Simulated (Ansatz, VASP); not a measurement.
One calculation of Si6Ru, two programs

INCAR

```
SYSTEM = Si6Ru
  ALGO = Normal
  EDIFF = 1E-6
  EDIFFG = -0.01
  ENCUT = 600
  GGA = PE
  IBRION = 2
  ISIF = 3
  ISMEAR = 0
  LASPH = .True.
  LCHARG = .False.
  LREAL = .False.
  LWAVE = .False.
  NELM = 80
  NSW = 100
  PREC = Accurate
  SIGMA = 0.1
```

KPOINTS

```
k-points
0
Gamma
  6 6 6
  0 0 0
```

POSCAR

```
Si6Ru
1.0
    4.7260659945      0.0000000000      0.0000000000
   -2.3630329973      4.0928932112      0.0000000000
    0.0000000000      0.0000000000      5.6525121579
Si Ru
6 1
Direct
    0.6262786345      0.0000000000      0.2851667254
    0.0000000000      0.6262786345      0.2851667254
    0.3737213655      0.3737213655      0.2851667254
    0.6262786345      0.0000000000      0.7148332746
    0.0000000000      0.6262786345      0.7148332746
    0.3737213655      0.3737213655      0.7148332746
    0.0000000000      0.0000000000      0.0000000000
```

Input for Ansatz:

```yaml
crystal:
  lattice:
    - [4.7260659945, 0.0, 0.0]
    - [-2.3630329973, 4.0928932112, 0.0]
    - [0.0, 0.0, 5.6525121579]
  atoms:
    - { symbol: Si, position: [0.6262786345, 0.0, 0.2851667254] }
    - { symbol: Si, position: [0.0, 0.6262786345, 0.2851667254] }
    - { symbol: Si, position: [0.3737213655, 0.3737213655, 0.2851667254] }
    - { symbol: Si, position: [0.6262786345, 0.0, 0.7148332746] }
    - { symbol: Si, position: [0.0, 0.6262786345, 0.7148332746] }
    - { symbol: Si, position: [0.3737213655, 0.3737213655, 0.7148332746] }
    - { symbol: Ru, position: [0.0, 0.0, 0.0] }
basis:
  ecutwfc: 420
kpoints:
  mp_grid: { grid: [6, 6, 6] }
hamiltonian:
  xc: pbe
scf:
  occupations: { method: gaussian, width: 0.1 }
output:
  forces: true
  stress: true
  eigenvalues: true
relax:
  adjacent_minimum: "off"
  f_tol: 0.01
  max_steps: 80
  cell: { stress_tol: 0.05 }
```

Alike in both runs: task relaxation of cell and atoms; functional PBE; k mesh 6 × 6 × 6; occupations gaussian, width 0.1 eV; no spin polarisation.

|  | VASP | Ansatz |
| --- | --- | --- |
| version | VASP 6.6.1 | Ansatz 0.2.0 |
| potentials or method | VASP PAW PBE potentials, release 64 (Si, Ru_pv), cutoff 600 eV | scalar-relativistic, plane waves, PAW |
| valence electrons in the cell | 38 | 40 |

|  | VASP | Ansatz | Ansatz less VASP |
| --- | --- | --- | --- |
| gap on the k mesh at the Fermi level, each at its own relaxed structure (eV) | none | none | - |
| relaxed volume (Å³/atom) | 15.75 | 15.75 | +0.001 |
| relaxed cell length with the largest relative difference (Å) | 5.700 | 5.701 | +0.0013 |

A gap of «none» marks a metal or a gap that the smearing closes. VASP's potentials hold 38 valence electrons a cell and Ansatz's 40, so a difference there can come from the potentials and not from the codes.
